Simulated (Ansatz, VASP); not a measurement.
Two plane-wave programs on SiF

```
Si F
1.0
     3.02860    0.00000    0.00000
     0.00000    3.02860    0.00000
     0.00000    0.00000    3.02860
Si F
1 1
Direct
  0.50000 0.50000 0.50000
  0.00000 0.00000 0.00000
```

Alike in both runs: functional PBE; k mesh 7 × 7 × 7; occupations fermi-dirac, width 0.05 eV; no spin polarisation.

```csv
,VASP,Ansatz
version,VASP 6.6.1,Ansatz 0.2.0
potentials or method,"VASP PAW PBE potentials, release 64 (Si, F)",Ansatz PAW
plane-wave cutoff (eV),600,420
valence electrons in the cell,11,11
task,single point,band structure
```

Ansatz gave:

| Property | Result |
| --- | --- |
| gap on the k mesh at the Fermi level (eV) | none |
| pressure (GPa) | -0.2 |

**Question.** What did VASP give for the same quantities?

**Answer.** gap on the k mesh at the Fermi level (eV): none; pressure (GPa): -0.4.

A gap of «none» marks a metal or a gap that the smearing closes.
